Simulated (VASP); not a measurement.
Write the native input for VASP 6.6.1 that does the following.

* Task: single point
* Functional: PBEsol
* Potentials or basis: VASP PAW PBE potentials, release 64 (Al)
* Cutoff: 520 eV
* k mesh: 19 × 19 × 3
* Occupations: gaussian, width 0.15 eV
* Spin: no spin polarisation
* Dipole correction: no
* Further INCAR settings: ALGO = Fast; EDIFF = 1e-06; NBANDS = 22

The structure of Al lies in POSCAR:

```
Al
1.0
   -2.8362844918      0.0000000000      0.0000000000
   -1.4181422459     -2.4562944223      0.0000000000
   -1.0636066844     -0.6140736056     18.6442989101
Al
8
Direct
   -0.0468750000     -0.0468750000      0.1875000000
   -0.1718750000     -0.1718750000      0.6875000000
    0.1302083333      0.1302083333      0.8125000000
    0.2552083333      0.2552083333      0.3125000000
   -0.2343750000     -0.2343750000      0.9375000000
   -0.1093750000     -0.1093750000      0.4375000000
    0.6510416667      0.6510416667      0.0625000000
    0.5260416667      0.5260416667      0.5625000000
```

This cell differs from its parent crystal: the part above a cut slid along it.

These files were run (other wordings do the same):

INCAR

```
SYSTEM = Al
PREC = Accurate
ENCUT = 520
EDIFF = 1E-6
ISMEAR = 0
SIGMA = 0.15
LREAL = .False.
LASPH = .True.
NELM = 80
ALGO = Fast
ISIF = 2
LWAVE = .False.
LCHARG = .True.
GGA = PS
LELF = .True.
LVHAR = .True.
NBANDS = 22
```

KPOINTS

```
regular mesh
0
Gamma
  19 19 3
  0 0 0
```

Potentials or basis: VASP PAW PBE potentials, release 64 (Al).

Command:

```bash
$ cat potpaw_PBE.64/Al/POTCAR > POTCAR
$ mpirun -np 1 vasp_std > vasp.out
```

Results of the run:

* Pressure: 1.9 GPa
* Largest force: 1.853 eV/Å
* Band gap on the k mesh: zero (bands 12 and 13 overlap by 5.45 eV)

Caveat: the cell differs from its parent crystal (the part above a cut slid along it); the PAW data sets were made with another functional, which shifts forces and pressure a little.

It took 19 min on 1 thread of Oxide Virtual Turin-like Processor (shared host), peak memory 0.63 GiB.
